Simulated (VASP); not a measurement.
# TiSn3S8 (a cell with a defect) in VASP: single point with PBE

Aim: the single point of TiSn3S8 (a cell with a defect) with PBE.

All numbers are computed with VASP 6.6.1; they aren't measurements. Logs are shortened: lines on timing, memory, paths and dates and some standing lists are left out, and cuts for length are marked.

### Step 1. The cell of the first run

The cell holds a defect, 12 atoms: a = 7.072 Å, b = 7.072 Å, c = 5.100 Å, α = 90.00°, β = 90.00°, γ = 120.00°.

### Step 2. Single point, PBE, collinear spin

File INCAR:

```
SYSTEM = TiSn3S8
  PREC = Accurate
  ENCUT = 520
  EDIFF = 1E-7
  ISMEAR = -1
  SIGMA = 0.02
  LREAL = .False.
  LASPH = .True.
  NELM = 150
  ALGO = Normal
  ISIF = 2
  LWAVE = .False.
  LCHARG = .False.
  ISPIN = 2
  MAGMOM = 0.08 0 0 0 0 0 0 0 0 0 0 0
  LORBIT = 11
  LMAXMIX = 4
  GGA = PE
  NBANDS = 67
```

File KPOINTS:

```
regular mesh
0
Gamma
  2 2 3
  0 0 0
```

File POSCAR:

```
TiSn3S8
1.0
    7.0724008400      0.0000000000      0.0000000000
   -3.5362004200      6.1248787900      0.0000000000
    0.0000000000      0.0000000000      5.1000000000
Ti Sn S
1 3 8
Direct
    0.0000000000      0.0000000000      0.0000000000
    0.0000000000      0.5000000000      0.0000000000
    0.5000000000      0.0000000000      0.0000000000
    0.5000000000      0.5000000000      0.0000000000
    0.1666666700      0.3333333300      0.7164000000
    0.1666666700      0.8333333300      0.7164000000
    0.6666666700      0.3333333300      0.7164000000
    0.6666666700      0.8333333300      0.7164000000
    0.3333333300      0.1666666700      0.2836000000
    0.3333333300      0.6666666700      0.2836000000
    0.8333333300      0.1666666700      0.2836000000
    0.8333333300      0.6666666700      0.2836000000
```

Potentials or basis: VASP PAW PBE potentials, release 64 (Ti_sv, Sn_d, S).

Command:

```
$ cat potpaw_PBE.64/Ti_sv/POTCAR potpaw_PBE.64/Sn_d/POTCAR potpaw_PBE.64/S/POTCAR > POTCAR
$ mpirun -np 1 vasp_std > vasp.out
```

OUTCAR:

```text
SYSTEM = TiSn3S8
   PREC = Accurate
   ENCUT = 520
   EDIFF = 1E-7
   ISMEAR = -1
   LREAL = .False.
   LASPH = .True.
   NELM = 150
   ISIF = 2
   ISPIN = 2
   LORBIT = 11
   GGA = PE

 ion  position               nearest neighbor table
   1  0.000  0.000  0.000-   5 2.50  12 2.50   9 2.50   8 2.50  11 2.50   6 2.50
   2  0.000  0.500  0.000-   6 2.50  11 2.50  10 2.50   7 2.50   5 2.50  12 2.50   3 3.54   3 3.54
                             4 3.54   4 3.54
   3  0.500  0.000  0.000-   7 2.50  10 2.50   6 2.50  11 2.50   8 2.50   9 2.50   2 3.54   4 3.54
                             4 3.54   2 3.54
   4  0.500  0.500  0.000-   8 2.50   9 2.50   5 2.50  12 2.50  10 2.50   7 2.50   3 3.54   3 3.54
                             2 3.54   2 3.54
   5  0.167  0.333  0.716-   1 2.50   4 2.50   2 2.50
   6  0.167  0.833  0.716-   2 2.50   3 2.50   1 2.50
   7  0.667  0.333  0.716-   3 2.50   2 2.50   4 2.50
   8  0.667  0.833  0.716-   4 2.50   1 2.50   3 2.50
   9  0.333  0.167  0.284-   4 2.50   1 2.50   3 2.50
  10  0.333  0.667  0.284-   3 2.50   2 2.50   4 2.50
  11  0.833  0.167  0.284-   2 2.50   3 2.50   1 2.50
  12  0.833  0.667  0.284-   1 2.50   4 2.50   2 2.50

  LATTYP: Found a hexagonal cell.
 ALAT       =     7.0724008400
 C/A-ratio  =     0.7211129736

  Lattice vectors:

 A1 = (   7.0724008400,   0.0000000000,   0.0000000000)
 A2 = (  -3.5362004200,   6.1248787900,   0.0000000000)
 A3 = (   0.0000000000,   0.0000000000,   5.1000000000)

Analysis of symmetry for initial positions (statically):
=====================================================================
 Subroutine PRICEL returns:
 Original cell was already a primitive cell.

 Routine SETGRP: Setting up the symmetry group for a
 hexagonal supercell.

 Subroutine GETGRP returns: Found 12 space group operations
 (whereof 12 operations were pure point group operations)
 out of a pool of 24 trial point group operations.

The static configuration has the point symmetry D_3d.

Analysis of symmetry for dynamics (positions and initial velocities):
=====================================================================
 Subroutine PRICEL returns:
 Original cell was already a primitive cell.

 Routine SETGRP: Setting up the symmetry group for a
 hexagonal supercell.

 Subroutine GETGRP returns: Found 12 space group operations
 (whereof 12 operations were pure point group operations)
 out of a pool of 24 trial point group operations.

The dynamic configuration has the point symmetry D_3d.

Analysis of structural, dynamic, and magnetic symmetry:
=====================================================================
 Subroutine PRICEL returns:
 Original cell was already a primitive cell.

 Routine SETGRP: Setting up the symmetry group for a
 hexagonal supercell.

 Subroutine GETGRP returns: Found 12 space group operations
 (whereof 12 operations were pure point group operations)
 out of a pool of 24 trial point group operations.

The overall configuration has the point symmetry D_3d.

 Subroutine INISYM returns: Found 12 space group operations
 (whereof 12 operations are pure point group operations),
 and found     1 'primitive' translations

----------------------------------------------------------------------------------------

                                     Primitive cell

  volume of cell :     220.9197

  direct lattice vectors                    reciprocal lattice vectors
     7.072400840  0.000000000  0.000000000     0.141394701  0.081634269  0.000000000
    -3.536200420  6.124878790  0.000000000     0.000000000  0.163268537  0.000000000
     0.000000000  0.000000000  5.100000000     0.000000000  0.000000000  0.196078431

  length of vectors
     7.072400840  7.072400837  5.100000000     0.163268537  0.163268537  0.196078431

  position of ions in fractional coordinates (direct lattice)
     0.000000000  0.000000000  0.000000000
     0.000000000  0.500000000  0.000000000
     0.500000000  0.000000000  0.000000000
     0.500000000  0.500000000  0.000000000
     0.166666670  0.333333330  0.716400000
     0.166666670  0.833333330  0.716400000
     0.666666670  0.333333330  0.716400000
     0.666666670  0.833333330  0.716400000
     0.333333330  0.166666670  0.283600000
     0.333333330  0.666666670  0.283600000
     0.833333330  0.166666670  0.283600000
     0.833333330  0.666666670  0.283600000

  ion indices of the primitive-cell ions
   primitive index   ion index
                 1           1
                 2           2
                 3           3
                 4           4
                 5           5
                 6           6
                 7           7
[... 22 lines left out ...]
     0.081634269  0.081634269  0.065359477

  Shift w.r.t. Gamma in fractional coordinates (k-lattice)
     0.000000000  0.000000000  0.000000000

 Subroutine IBZKPT returns following result:
 ===========================================

 Found      4 irreducible k-points:

 Following reciprocal coordinates:
            Coordinates               Weight
  0.000000  0.000000  0.000000      1.000000
  0.500000  0.000000  0.000000      3.000000
  0.000000  0.000000  0.333333      2.000000
  0.500000  0.000000  0.333333      6.000000
   k-points           NKPTS =      4   k-points in BZ     NKDIM =      4   number of bands    NBANDS=     67
   number of dos      NEDOS =    301   number of ions     NIONS =     12
   total plane-waves  NPLWV = 116640
   dimension x,y,z NGX =    54 NGY =   54 NGZ =   40
   dimension x,y,z NGXF=   108 NGYF=  108 NGZF=   80
   ions per type =               1   3   8
   NGX,Y,Z   is equivalent  to a cutoff of  12.69, 12.69, 13.04 a.u.
   NGXF,Y,Z  is equivalent  to a cutoff of  25.39, 25.39, 26.08 a.u.
 SYSTEM =  TiSn3S8
   PREC   = accura    normal or accurate (medium, high low for compatibility)
   ISTART =      0    job   : 0-new  1-cont  2-samecut
   ICHARG =      2    charge: 1-file 2-atom 10-const
   ISPIN  =      2    spin polarized calculation?
   LNONCOLLINEAR =      F non collinear calculations
   LSORBIT =      F    spin-orbit coupling
   LASPH  =      T    aspherical Exc in radial PAW
   ENCUT  =  520.0 eV  38.22 Ry    6.18 a.u.  13.15 13.15  9.48*2*pi/ulx,y,z
   NELM   =    150;   NELMIN=  2; NELMDL= -5     # of ELM steps
   EDIFF  = 0.1E-06   stopping-criterion for ELM
   LREAL  =      F    real-space projection
   EDIFFG = 0.1E-05   stopping-criterion for IOM
   NSW    =      0    number of steps for IOM
   IBRION =     -1    ionic relax: 0-MD 1-quasi-New 2-CG
   NFREE  =      0    steps in history (QN), initial steepest desc. (CG)
   ISIF   =      2    stress and relaxation
   ISYM   =      2    0-nonsym 1-usesym 2-fastsym
   POTIM  = 0.5000    time-step for ionic-motion
   TEBEG  =    0.0;   TEEND  =   0.0 temperature during run
   PSTRESS=    0.0 pullay stress
   NELECT =     102.0000    total number of electrons
   NUPDOWN=      -1.0000    fix difference up-down
   EMIN   =  10.00;   EMAX   =-10.00  energy-range for DOS
   EFERMI =   0.00;   METHOD = LEGACY
   ISMEAR =    -1;   SIGMA  =   0.02  broadening in eV -4-tet -1-fermi 0-gaus
   EFERMI_NEDOS =   21; number of points for ismear=-14 and -15
   IALGO  =     38    algorithm
   IMIX   =      4    mixing-type and parameters
     AMIX     =   0.40;   BMIX     =  1.00
     AMIX_MAG =   1.60;   BMIX_MAG =  1.00
  volume/ion in A,a.u.               =      18.41       124.24
  Fermi-wavevector in a.u.,A,eV,Ry     =   1.265309  2.391088 21.783032  1.601008
  Thomas-Fermi vector in A             =   2.398569
   LORBIT       =     11    0 simple, 1 ext, 2 COOP (PROOUT), +10 PAW based schemes
   GGA     = PE    functional components
   LHFCALC =     F    Hartree Fock is set to
   AEXX    =    0.0000 exact exchange contribution
   IVDW    =     0    specifies the selected vdW correction
   LEPSILON=     F    determine dielectric tensor
   LRPA    =     F    only Hartree local field effects (RPA)
 spin polarized calculation
  energy-cutoff  :      520.00
  volume of cell :      220.92
 maximum number of plane-waves:      5965
 NGX is ok and might be reduce to    54
   NGX = 27   NGY = 27   NGZ = 19

 number of electron     102.0000027 magnetization       0.0071967

 number of electron     102.0000022 magnetization      -0.0003757

 Free energy of the ion-electron system (eV)
  ---------------------------------------------------
  ext. energy  EPLUGINS =         0.00000000
  ---------------------------------------------------
  free energy    TOTEN  =       -56.45954555 eV

  energy without entropy =      -56.45489700  energy(sigma->0) =      -56.45722127

 E-fermi :   7.6446     XC(G=0): -10.6785

 val. band max:        7.6445140067   @ k =   0.0000   0.0000   0.0000
 cond. band min:       7.6447225407   @ k =   0.0000   0.0000   0.0000
 fundamental gap:      0.0002085340
 Fermi energy:         7.6445845421

 spin component 1

 k-point     1 :       0.0000    0.0000    0.0000
  band No.  band energies     occupation
      1     -50.2508      1.00000
      2     -26.4695      1.00000
      3     -26.4695      1.00000
      4     -26.4622      1.00000
      5     -14.2787      1.00000
      6     -14.2131      1.00000
[... 253 lines left out ...]
     62      12.5687      0.00000
     63      13.0595      0.00000
 Fermi energy:         7.6445845421

 spin component 2

 k-point     1 :       0.0000    0.0000    0.0000
  band No.  band energies     occupation
      1     -50.2510      1.00000
      2     -26.4698      1.00000
      3     -26.4698      1.00000
      4     -26.4624      1.00000
      5     -14.2787      1.00000
      6     -14.2131      1.00000
[... 253 lines left out ...]
     62      12.5686      0.00000
     63      13.0595      0.00000
 [bands above 63 left out]

------------------------ aborting loop because EDIFF is reached ----------------------------------------

  FORCE on cell =-STRESS in cart. coord.  units (eV):
  Direction    XX          YY          ZZ          XY          YZ          ZX
  --------------------------------------------------------------------------------------
  -------------------------------------------------------------------------------------
  Total       18.1640988     18.1640988     17.4434797     -0.0000000     -0.0000000     -0.0000000
  in kB      131.7315784    131.7315783    126.5054295     -0.0000000     -0.0000000     -0.0000000
  external PRESSURE =     129.9895287 kB  Pullay stress =       0.0000000 kB

 VOLUME and BASIS-vectors are now :
 -----------------------------------------------------------------------------
  energy-cutoff  :      520.00
  volume of cell :      220.92
      direct lattice vectors                 reciprocal lattice vectors
     7.072400840  0.000000000  0.000000000     0.141394701  0.081634269  0.000000000
    -3.536200420  6.124878790  0.000000000     0.000000000  0.163268537  0.000000000
     0.000000000  0.000000000  5.100000000     0.000000000  0.000000000  0.196078431

 POSITION                                       TOTAL-FORCE (eV/Angst)
 -----------------------------------------------------------------------------------
      0.00000      0.00000      0.00000         0.000000      0.000000      0.000000
     -1.76810      3.06244      0.00000         0.000000      0.000000      0.000000
      3.53620      0.00000      0.00000         0.000000      0.000000      0.000000
      1.76810      3.06244      0.00000         0.000000      0.000000      0.000000
      0.00000      2.04163      3.65364         0.000000     -1.040884      0.312008
     -1.76810      5.10407      3.65364        -0.901432      0.520442      0.312008
      3.53620      2.04163      3.65364         0.000000      0.000000     -0.262689
      1.76810      5.10407      3.65364         0.901432      0.520442      0.312008
      1.76810      1.02081      1.44636        -0.901432     -0.520442     -0.312008
     -0.00000      4.08325      1.44636         0.000000      0.000000      0.262689
      5.30430      1.02081      1.44636         0.901432     -0.520442     -0.312008
      3.53620      4.08325      1.44636        -0.000000      1.040884     -0.312008
 -----------------------------------------------------------------------------------
    total drift:                                0.000000     -0.000000      0.000000

  FREE ENERGIE OF THE ION-ELECTRON SYSTEM (eV)
  ---------------------------------------------------
  free  energy   TOTEN  =       -56.4595455480 eV

  energy  without entropy=      -56.4548969997  energy(sigma->0) =      -56.45722127

 total charge

# of ion       s       p       d       tot
------------------------------------------
    1        2.181   6.165   1.730  10.076
    2        1.026   1.137  10.202  12.365
    3        1.026   1.137  10.202  12.365
    4        1.026   1.137  10.202  12.365
    5        1.364   2.380   0.000   3.744
    6        1.364   2.380   0.000   3.744
    7        1.377   2.357   0.000   3.734
    8        1.364   2.380   0.000   3.744
    9        1.364   2.380   0.000   3.744
   10        1.377   2.357   0.000   3.734
   11        1.364   2.380   0.000   3.744
   12        1.364   2.380   0.000   3.744
--------------------------------------------------
tot         16.198  28.568  32.337  77.102

 magnetization (x)

# of ion       s       p       d       tot
------------------------------------------
    1       -0.000  -0.000  -0.000  -0.000
    2       -0.000   0.000  -0.000  -0.000
    3       -0.000   0.000  -0.000  -0.000
    4       -0.000   0.000  -0.000  -0.000
    5       -0.000   0.000   0.000   0.000
    6       -0.000   0.000   0.000   0.000
    7        0.000  -0.000   0.000  -0.000
    8       -0.000   0.000   0.000   0.000
    9       -0.000   0.000   0.000   0.000
   10        0.000  -0.000   0.000  -0.000
   11       -0.000   0.000   0.000   0.000
   12       -0.000   0.000   0.000   0.000
--------------------------------------------------
tot         -0.000   0.000  -0.000  -0.000
```

Run time: 3.1 min. Hardware: 1 thread of AMD EPYC 7R13 (Zen 3), shared host; peak memory 0.43 GiB.

Results:

```
Free energy                                           : -56.4595 eV
Pressure                                              : 13.0 GPa
Largest force                                         : 1.087 eV/Å
Band gap on the k mesh                                : zero (filled and empty bands touch)
Net moment                                            : 0.00 μB per cell
Valence electrons inside the program's atomic spheres : Ti 10.08; Sn 12.37; S 3.74, 3.73 (each value once)
```

Forces on the atoms (eV/Å):
```
Ti   0.000  0.000  0.000
Sn   0.000  0.000  0.000
Sn   0.000  0.000  0.000
Sn   0.000  0.000  0.000
S    0.000 -1.041  0.312
S   -0.901  0.520  0.312
S    0.000  0.000 -0.263
S    0.901  0.520  0.312
S   -0.901 -0.520 -0.312
S    0.000  0.000  0.263
S    0.901 -0.520 -0.312
S    0.000  1.041 -0.312
```

Stress tensor (GPa, compression positive):
```
13.17  0.00  0.00
 0.00 13.17  0.00
 0.00  0.00 12.65
```

Levels at points of the mesh, in eV from the Fermi level:
Spin up:
```csv
k point,band 49,band 50,band 51,band 52,band 53,band 54
"(0.00, 0.00, 0.00)",-0.95,-0.64,0.00,0.00,0.20,0.66
"(0.50, 0.00, 0.00)",-1.14,-0.61,-0.42,0.22,0.86,0.98
```
Spin down:
| k point | band 47 | band 48 | band 49 | band 50 | band 51 | band 52 | band 53 | band 54 | band 55 | band 56 |
| --- | --- | --- | --- | --- | --- | --- | --- | --- | --- | --- |
| (0.00, 0.00, 0.00) | -1.39 | -0.95 | -0.95 | -0.64 | 0.00 | 0.00 | 0.20 | 0.66 | 1.77 | 2.36 |
| (0.50, 0.00, 0.00) | -1.88 | -1.19 | -1.14 | -0.61 | -0.42 | 0.22 | 0.86 | 0.98 | 1.24 | 2.20 |

Caveat: the k points lie up to 0.51 Å⁻¹ apart; spin-orbit coupling is left out, which moves the levels of the heavy elements.
